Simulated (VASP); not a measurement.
# Rh (P6_3/mmc) in VASP: further runs

Rh is run at these levels: PBE; tasks: single point.

All numbers are computed with VASP 6.6.1; they aren't measurements. Logs are shortened: lines on timing, memory, paths and dates and some standing lists are left out, and cuts for length are marked.

**1. The cell of the first run**

Symmetry: P6_3/mmc, No. 194, hexagonal system. The conventional cell has a = 2.694 Å, b = 2.694 Å, c = 4.369 Å, α = 90.00°, β = 90.00°, γ = 120.00°. Within 3.5 Å of Rh (site symmetry -6m2) lie 12 Rh at 2.68 to 2.69 Å.

**2. Single point, PBE**

The input, INCAR:

```
PREC = Accurate ; ENCUT = 520
EDIFF = 1E-6 ; ISMEAR = -1
SIGMA = 0.1 ; LREAL = False
LASPH = True ; NELM = 60
ALGO = Normal ; ISIF = 2
LWAVE = False ; LCHARG = False
GGA = PE ; NBANDS = 22
```

The input, KPOINTS:

```
Automatic mesh
0
Gamma
  10 10 5
```

The input, POSCAR:

```
Rh
1.0
    2.6940693538      0.0000000000      0.0000000000
   -1.3470351702      2.3331323113      0.0000000000
    0.0000000000      0.0000000000      4.3686372171
Rh
2
Direct
    0.6666666667      0.3333333333      0.7500000000
    0.3333333333      0.6666666667      0.2500000000
```

Potentials or basis: VASP PAW PBE potentials, release 64 (Rh_pv).

Command:

```
cat potpaw_PBE.64/Rh_pv/POTCAR > POTCAR
mpirun -np 1 vasp_std > vasp.out
```

OUTCAR:

```text
PREC = Accurate
   ENCUT = 520
   EDIFF = 1E-6
   ISMEAR = -1
   LREAL = False
   LASPH = True
   NELM = 60
   ISIF = 2
   GGA = PE

 ion  position               nearest neighbor table
   1  0.667  0.333  0.750-   2 2.68   2 2.68   2 2.68   2 2.68   2 2.68   2 2.68
   2  0.333  0.667  0.250-   1 2.68   1 2.68   1 2.68   1 2.68   1 2.68   1 2.68

  LATTYP: Found a hexagonal cell.
 ALAT       =     2.6940693538
 C/A-ratio  =     1.6215756328

  Lattice vectors:

 A1 = (   2.6940693538,   0.0000000000,   0.0000000000)
 A2 = (  -1.3470351702,   2.3331323113,   0.0000000000)
 A3 = (   0.0000000000,   0.0000000000,   4.3686372171)

Analysis of symmetry for initial positions (statically):
=====================================================================
 Subroutine PRICEL returns:
 Original cell was already a primitive cell.

 Routine SETGRP: Setting up the symmetry group for a
 hexagonal supercell.

 Subroutine GETGRP returns: Found 24 space group operations
 (whereof 12 operations were pure point group operations)
 out of a pool of 24 trial point group operations.

The static configuration has the point symmetry D_3d.
 The point group associated with its full space group is D_6h.

Analysis of symmetry for dynamics (positions and initial velocities):
=====================================================================
 Subroutine PRICEL returns:
 Original cell was already a primitive cell.

 Routine SETGRP: Setting up the symmetry group for a
 hexagonal supercell.

 Subroutine GETGRP returns: Found 24 space group operations
 (whereof 12 operations were pure point group operations)
 out of a pool of 24 trial point group operations.

The dynamic configuration has the point symmetry D_3d.
 The point group associated with its full space group is D_6h.

 Subroutine INISYM returns: Found 24 space group operations
 (whereof 12 operations are pure point group operations),
 and found     1 'primitive' translations

----------------------------------------------------------------------------------------

                                     Primitive cell

  volume of cell :      27.4596

  direct lattice vectors                    reciprocal lattice vectors
     2.694069354  0.000000000  0.000000000     0.371185693  0.214304256  0.000000000
    -1.347035170  2.333132311  0.000000000     0.000000000  0.428608354  0.000000000
     0.000000000  0.000000000  4.368637217     0.000000000  0.000000000  0.228904336

  length of vectors
     2.694069354  2.694069437  4.368637217     0.428608367  0.428608354  0.228904336

  position of ions in fractional coordinates (direct lattice)
     0.666666667  0.333333333  0.750000000
     0.333333333  0.666666667  0.250000000

  ion indices of the primitive-cell ions
   primitive index   ion index
                 1           1
                 2           2

----------------------------------------------------------------------------------------

 KPOINTS: Automatic mesh

Automatic generation of k-mesh.
 Grid dimensions read from file:
 generate k-points for:   10   10    5

 Generating k-lattice:

  Cartesian coordinates                     Fractional coordinates (reciprocal lattice)
     0.037118569  0.021430426  0.000000000     0.100000000  0.000000000  0.000000000
     0.000000000  0.042860835  0.000000000     0.000000000  0.100000000  0.000000000
     0.000000000  0.000000000  0.045780867     0.000000000  0.000000000  0.200000000

  Length of vectors
     0.042860837  0.042860835  0.045780867

  Shift w.r.t. Gamma in fractional coordinates (k-lattice)
     0.000000000  0.000000000  0.000000000

 Subroutine IBZKPT returns following result:
 ===========================================

 Found     42 irreducible k-points:

 Following reciprocal coordinates:
            Coordinates               Weight
  0.000000  0.000000  0.000000      1.000000
  0.100000  0.000000  0.000000      6.000000
  0.200000  0.000000  0.000000      6.000000
  0.300000  0.000000  0.000000      6.000000
  0.400000  0.000000  0.000000      6.000000
  0.500000  0.000000  0.000000      3.000000
[... 16 lines left out ...]
  0.300000  0.100000  0.200000     24.000000
  0.400000  0.100000  0.200000     24.000000
 [... further k-points ...]
   k-points           NKPTS =     42   k-points in BZ     NKDIM =     42   number of bands    NBANDS=     22
   number of dos      NEDOS =    301   number of ions     NIONS =      2
   total plane-waves  NPLWV =  12800
   dimension x,y,z NGX =    20 NGY =   20 NGZ =   32
   dimension x,y,z NGXF=    40 NGYF=   40 NGZF=   64
   ions per type =               2
   NGX,Y,Z   is equivalent  to a cutoff of  12.34, 12.34, 12.18 a.u.
   NGXF,Y,Z  is equivalent  to a cutoff of  24.68, 24.68, 24.35 a.u.
 SYSTEM =  unknown system
   PREC   = accura    normal or accurate (medium, high low for compatibility)
   ISTART =      0    job   : 0-new  1-cont  2-samecut
   ICHARG =      2    charge: 1-file 2-atom 10-const
   ISPIN  =      1    spin polarized calculation?
   LNONCOLLINEAR =      F non collinear calculations
   LSORBIT =      F    spin-orbit coupling
   LASPH  =      T    aspherical Exc in radial PAW
   ENCUT  =  520.0 eV  38.22 Ry    6.18 a.u.   5.01  5.01  8.12*2*pi/ulx,y,z
   NELM   =     60;   NELMIN=  2; NELMDL= -5     # of ELM steps
   EDIFF  = 0.1E-05   stopping-criterion for ELM
   LREAL  =      F    real-space projection
   EDIFFG = 0.1E-04   stopping-criterion for IOM
   NSW    =      0    number of steps for IOM
   IBRION =     -1    ionic relax: 0-MD 1-quasi-New 2-CG
   NFREE  =      0    steps in history (QN), initial steepest desc. (CG)
   ISIF   =      2    stress and relaxation
   ISYM   =      2    0-nonsym 1-usesym 2-fastsym
   POTIM  = 0.5000    time-step for ionic-motion
   TEBEG  =    0.0;   TEEND  =   0.0 temperature during run
   PSTRESS=    0.0 pullay stress
   NELECT =      30.0000    total number of electrons
   NUPDOWN=      -1.0000    fix difference up-down
   EMIN   =  10.00;   EMAX   =-10.00  energy-range for DOS
   EFERMI =   0.00;   METHOD = LEGACY
   ISMEAR =    -1;   SIGMA  =   0.10  broadening in eV -4-tet -1-fermi 0-gaus
   EFERMI_NEDOS =   21; number of points for ismear=-14 and -15
   IALGO  =     38    algorithm
   IMIX   =      4    mixing-type and parameters
     AMIX     =   0.40;   BMIX     =  1.00
     AMIX_MAG =   1.60;   BMIX_MAG =  1.00
  volume/ion in A,a.u.               =      13.73        92.65
  Fermi-wavevector in a.u.,A,eV,Ry     =   1.686102  3.186271 38.680552  2.842940
  Thomas-Fermi vector in A             =   2.768827
   LORBIT       =      0    0 simple, 1 ext, 2 COOP (PROOUT), +10 PAW based schemes
   GGA     = PE    functional components
   LHFCALC =     F    Hartree Fock is set to
   AEXX    =    0.0000 exact exchange contribution
   IVDW    =     0    specifies the selected vdW correction
   LEPSILON=     F    determine dielectric tensor
   LRPA    =     F    only Hartree local field effects (RPA)
 non-spin polarized calculation
  energy-cutoff  :      520.00
  volume of cell :       27.46
 maximum number of plane-waves:       758
 NGX is ok and might be reduce to    20
   NGX =  9   NGY =  9   NGZ = 17

 number of electron      30.0000008 magnetization

 Free energy of the ion-electron system (eV)
  ---------------------------------------------------
  ext. energy  EPLUGINS =         0.00000000
  ---------------------------------------------------
  free energy    TOTEN  =       -14.47262487 eV

  energy without entropy =      -14.35605771  energy(sigma->0) =      -14.41434129

 E-fermi :  12.0192     XC(G=0): -14.0385

 val. band max:       12.0146391478   @ k =   0.3000   0.1000   0.4000
 cond. band min:      12.0542513237   @ k =   0.4000   0.0000   0.0000
 fundamental gap:      0.0396121759
 Fermi energy:        12.0191625034

 k-point     1 :       0.0000    0.0000    0.0000
  band No.  band energies     occupation
      1     -35.1752      2.00000
      2     -34.5332      2.00000
      3     -34.5332      2.00000
      4     -34.4272      2.00000
      5     -34.4272      2.00000
      6     -34.4263      2.00000
[... 14 lines left out ...]
     21      30.1146      0.00000
     22      30.7707      0.00000

 k-point     2 :       0.1000    0.0000    0.0000
  band No.  band energies     occupation
      1     -35.1520      2.00000
      2     -34.5859      2.00000
      3     -34.5502      2.00000
      4     -34.4818      2.00000
      5     -34.4358      2.00000
      6     -34.4357      2.00000
[... 14 lines left out ...]
     21      30.5046      0.00000
     22      30.9601      0.00000

 k-point     3 :       0.2000    0.0000    0.0000
  band No.  band energies     occupation
      1     -35.0873      2.00000
      2     -34.7240      2.00000
      3     -34.6215      2.00000
      4     -34.5932      2.00000
      5     -34.4648      2.00000
      6     -34.4591      2.00000
[... 14 lines left out ...]
     21      30.3681      0.00000
     22      30.3739      0.00000

 k-point     4 :       0.3000    0.0000    0.0000
  band No.  band energies     occupation
      1     -34.9950      2.00000
      2     -34.8950      2.00000
      3     -34.7886      2.00000
      4     -34.6442      2.00000
      5     -34.5128      2.00000
      6     -34.4897      2.00000
[... 14 lines left out ...]
     21      27.8691      0.00000
     22      28.4625      0.00000

 k-point     5 :       0.4000    0.0000    0.0000
  band No.  band energies     occupation
      1     -35.0332      2.00000
      2     -34.9196      2.00000
      3     -34.8994      2.00000
      4     -34.6844      2.00000
      5     -34.5723      2.00000
      6     -34.5152      2.00000
[... 417 lines left out ...]
 k-point    22 :       0.2000    0.1000    0.2000
  band No.  band energies     occupation
      1     -35.0155      2.00000
      2     -34.7923      2.00000
      3     -34.7532      2.00000
      4     -34.6205      2.00000
      5     -34.5174      2.00000
      6     -34.4991      2.00000
[... 14 lines left out ...]
     21      27.7931      0.00000
     22      29.0058      0.00000

 k-point    23 :       0.3000    0.1000    0.2000
  band No.  band energies     occupation
      1     -35.0309      2.00000
      2     -34.9222      2.00000
      3     -34.8085      2.00000
      4     -34.6754      2.00000
      5     -34.5649      2.00000
      6     -34.5313      2.00000
[... 14 lines left out ...]
     21      26.0895      0.00000
     22      27.2818      0.00000

 k-point    24 :       0.4000    0.1000    0.2000
  band No.  band energies     occupation
      1     -35.0938      2.00000
      2     -34.9933      2.00000
      3     -34.7901      2.00000
      4     -34.6972      2.00000
      5     -34.6069      2.00000
      6     -34.5566      2.00000
[... 14 lines left out ...]
     21      24.9441      0.00000
     22      26.7955      0.00000

 [... further k-points ...]

------------------------ aborting loop because EDIFF is reached ----------------------------------------

  FORCE on cell =-STRESS in cart. coord.  units (eV):
  Direction    XX          YY          ZZ          XY          YZ          ZX
  --------------------------------------------------------------------------------------
  -------------------------------------------------------------------------------------
  Total        1.3435674      1.3435672      1.3461820     -0.0000003     -0.0000000      0.0000000
  in kB       78.3927564     78.3927437     78.5453083     -0.0000166     -0.0000000      0.0000000
  external PRESSURE =      78.4436028 kB  Pullay stress =       0.0000000 kB

 VOLUME and BASIS-vectors are now :
 -----------------------------------------------------------------------------
  energy-cutoff  :      520.00
  volume of cell :       27.46
      direct lattice vectors                 reciprocal lattice vectors
     2.694069354  0.000000000  0.000000000     0.371185693  0.214304256  0.000000000
    -1.347035170  2.333132311  0.000000000     0.000000000  0.428608354  0.000000000
     0.000000000  0.000000000  4.368637217     0.000000000  0.000000000  0.228904336

 POSITION                                       TOTAL-FORCE (eV/Angst)
 -----------------------------------------------------------------------------------
      1.34703      0.77771      3.27648        -0.000000     -0.000000      0.000000
     -0.00000      1.55542      1.09216         0.000000      0.000000      0.000000
 -----------------------------------------------------------------------------------
    total drift:                               -0.000000      0.000000     -0.000000

  FREE ENERGIE OF THE ION-ELECTRON SYSTEM (eV)
  ---------------------------------------------------
  free  energy   TOTEN  =       -14.4726248726 eV

  energy  without entropy=      -14.3560577066  energy(sigma->0) =      -14.41434129
```

Wall time 36 s (1 thread of Intel Xeon 8259CL, shared host); peak memory 0.15 GiB.

What came out:

- Free energy: -14.4726 eV
- Pressure: 7.8 GPa
- Band gap on the k mesh: zero (band 15 reaches 12.65 eV, above the bottom of band 16 at 10.34 eV)

Levels at points of the mesh, in eV from the Fermi level:
```
           k point  band 13  band 14  band 15  band 16  band 17  band 18
(0.00, 0.00, 0.00)    -2.52    -1.89    -1.89     0.15     0.15     0.71
(0.50, 0.00, 0.00)    -2.15     0.44     0.64     0.75     3.05     5.17
```

[end of part 1 of 2]
